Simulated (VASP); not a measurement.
A run of VASP 6.6.1 is set up as follows.

File INCAR:

```
  PREC = Accurate
  ENCUT = 520
  EDIFF = 1E-6
  ISMEAR = -1
  SIGMA = 0.0283
  LREAL = False
  LASPH = True
  NELM = 60
  ALGO = Normal
  ISIF = 2
  LWAVE = False
  LCHARG = True
  GGA = PE
  LELF = True
  LVHAR = True
  NBANDS = 22
```

File KPOINTS:

```
Automatic mesh
0
Gamma
  10 10 6
```

POSCAR

```
Bi
1.0
    1.8505120000      3.2051760000      0.0000000000
   -1.8505120000      3.2051760000      0.0000000000
    0.0000000000      0.0000000000      5.9764930000
Bi
2
Direct
    0.3333300000      0.3333400000      0.2500000000
    0.6666600000      0.6666700000      0.7500000000
```

Potentials or basis: VASP PAW PBE potentials, release 64 (Bi_d).

Command:

```sh
$ cat potpaw_PBE.64/Bi_d/POTCAR > POTCAR
$ mpirun -np 1 vasp_std > vasp.out
```

Q: Estimate the pressure.

A: -4.7 GPa.

Q: What does it give for the band gap on the k mesh?

A: Zero (bands 15 and 16 overlap by 5.42 eV).

Stress tensor (GPa, compression positive):
```
-5.18  0.00  0.00
 0.00 -5.18  0.00
 0.00  0.00 -3.82
```

Caveat: the cell stands under tension; spin-orbit coupling is left out, which moves the levels of the heavy elements.
